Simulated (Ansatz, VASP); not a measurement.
Cd: VASP beside Ansatz

The input INCAR:

```
PREC = Accurate
ENCUT = 520
EDIFF = 1E-7
ISMEAR = -1
SIGMA = 0.1
LREAL = False
LASPH = True
NELM = 100
ALGO = Normal
ISIF = 2
LWAVE = False
LCHARG = True
GGA = RE
LELF = True
LVHAR = True
NBANDS = 12
```

The input KPOINTS:

```
Automatic mesh
0
Gamma
  17 17 17
```

File POSCAR:

```
Cd
1.0
    3.1232060622      0.0000000000      0.0000000000
    0.0000000000      3.1232060622      0.0000000000
    0.0000000000      0.0000000000      3.1232060622
Cd
1
Direct
    0.0000000000      0.0000000000      0.0000000000
```

Input for Ansatz:

```yaml
crystal:
  lattice:
    - [3.1232060622, 0.0, 0.0]
    - [0.0, 3.1232060622, 0.0]
    - [0.0, 0.0, 3.1232060622]
  atoms:
    - { symbol: Cd, position: [0.0, 0.0, 0.0] }
hamiltonian:
  xc: revpbe
  pseudopotentials:
    kind: paw
    azcp:
      Cd: "pseudopotentials/Cd.paw.azcp"
basis:
  ecutwfc: 420
  fft_grid_basis: typed
kpoints:
  mp_grid: { grid: [17, 17, 17], shift: [0, 0, 0] }
magnetization:
  spin_polarized: false
scf:
  occupations: { method: fermi_dirac, width: 0.1 }
output:
  stress: true
  write_density: true
  write_potential: true
  elf: true
  volumetric_format: npy
```

Alike in both runs: task single point; functional revPBE; k mesh 17 × 17 × 17; occupations fermi-dirac, width 0.1 eV; no spin polarisation.

```csv
,VASP,Ansatz
version,VASP 6.6.1,Ansatz 0.2.0
potentials or method,"VASP PAW PBE potentials, release 64 (Cd), cutoff 520 eV","plane waves (420 eV) with PAW, scalar-relativistic"
valence electrons in the cell,12,20
```

```csv
,VASP,Ansatz,Ansatz less VASP
pressure (GPa),-1.2,-1.4,-0.12
```

VASP's potentials were made for PBE, not for revPBE. VASP's potentials hold 12 valence electrons a cell and Ansatz's 20, so a difference there can come from the potentials and not from the codes.
